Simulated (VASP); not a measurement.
Write the native input for VASP 6.6.1 that does the following.

- Task: single point
- Functional: PBE
- Potentials or basis: VASP PAW PBE potentials, release 64 (Si)
- Cutoff: 500 eV
- k mesh: 13 × 13 × 13
- Occupations: fermi-dirac, width 0.05 eV
- Spin: no spin polarisation
- Dipole correction: no
- Further INCAR settings: ALGO = Normal; EDIFF = 1e-06; NBANDS = 8

The structure of Si lies in POSCAR:

```
Si
1.0
   -1.6159957088      1.6159957088      1.3114683088
    1.6159957088     -1.6159957088      1.3114683088
    1.6159957088      1.6159957088     -1.3114683088
Si
1
Direct
    0.0000000000      0.0000000000      0.0000000000
```

These files were run (other wordings do the same):

INCAR

```
SYSTEM = Si
PREC = Accurate ; ENCUT = 500
EDIFF = 1E-6 ; ISMEAR = -1
SIGMA = 0.05 ; LREAL = .False.
LASPH = .True. ; NELM = 120
ALGO = Normal ; ISIF = 2
LWAVE = .False. ; LCHARG = .True.
GGA = PE ; LELF = .True.
LVHAR = .True. ; NBANDS = 8
GGA_COMPAT = .False.
```

KPOINTS

```
regular mesh
0
Gamma
  13 13 13
  0 0 0
```

Potentials or basis: VASP PAW PBE potentials, release 64 (Si).

Launch:

```console
$ cat potpaw_PBE.64/Si/POTCAR > POTCAR
$ mpirun -np 1 vasp_std > vasp.out
```

Results of the run:

| Quantity | Value |
| --- | --- |
| Pressure | 5.7 GPa |
| Band gap on the k mesh | zero (bands 2 and 3 overlap by 13.53 eV) |

Caveat: the cell stands under pressure.

It took 12 s on 1 thread of Intel(R) Xeon(R) Platinum 8488C (Sapphire Rapids), with other jobs on the host, peak memory 0.13 GiB.
